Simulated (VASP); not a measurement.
Input of a VASP 6.6.1 run:

File POSCAR:

```
Ni3Ge
1.0
    3.5303341067      0.0000000000      0.0000000000
    0.0000000000      3.5303341067      0.0000000000
    0.0000000000      0.0000000000      3.5303341067
Ni Ge
3 1
Direct
    0.5000000000      0.0000000000      0.5000000000
    0.0000000000      0.5000000000      0.5000000000
    0.5000000000      0.5000000000      0.0000000000
    0.0000000000      0.0000000000      0.0000000000
```

INCAR.step1

```
SYSTEM = Ni3Ge
  PREC = Accurate
  ENCUT = 520
  ISMEAR = -1
  SIGMA = 0.05
  LREAL = .FALSE.
  LASPH = .TRUE.
  NELM = 60
  NBANDS = 30
  GGA = PE
  ALGO = Normal
  EDIFF = 1E-4
  LWAVE = .TRUE.
  LCHARG = .FALSE.
```

The input INCAR.step2:

```
SYSTEM = Ni3Ge
  PREC = Accurate
  ENCUT = 520
  EDIFF = 1E-6
  ISMEAR = -1
  SIGMA = 0.05
  LREAL = .FALSE.
  LASPH = .TRUE.
  NELM = 60
  ALGO = Normal
  ISIF = 2
  LWAVE = .FALSE.
  LCHARG = .FALSE.
  METAGGA = R2SCAN
  LMIXTAU = .TRUE.
  NBANDS = 30
  ISTART = 1
```

Contents of KPOINTS:

```
regular mesh
0
G
  12 12 12
  0 0 0
```

Potentials or basis: VASP PAW PBE potentials, release 64 (Ni, Ge_d).

Run with:

```sh
$ cat potpaw_PBE.64/Ni/POTCAR potpaw_PBE.64/Ge_d/POTCAR > POTCAR
$ cp INCAR.step1 INCAR
$ mpirun -np 1 vasp_std > vasp.out
$ cp INCAR.step2 INCAR
$ mpirun -np 1 vasp_std > vasp.out
```

Predict the pressure.

0.8 GPa.

Estimate the band gap on the k mesh.

zero (band 22 reaches 10.22 eV, above the bottom of band 23 at 9.96 eV).

Caveat: the PAW data sets were made with another functional, which shifts forces and pressure a little. Spin polarisation is off, so any magnetic state and its effect on volume and gap are missing.
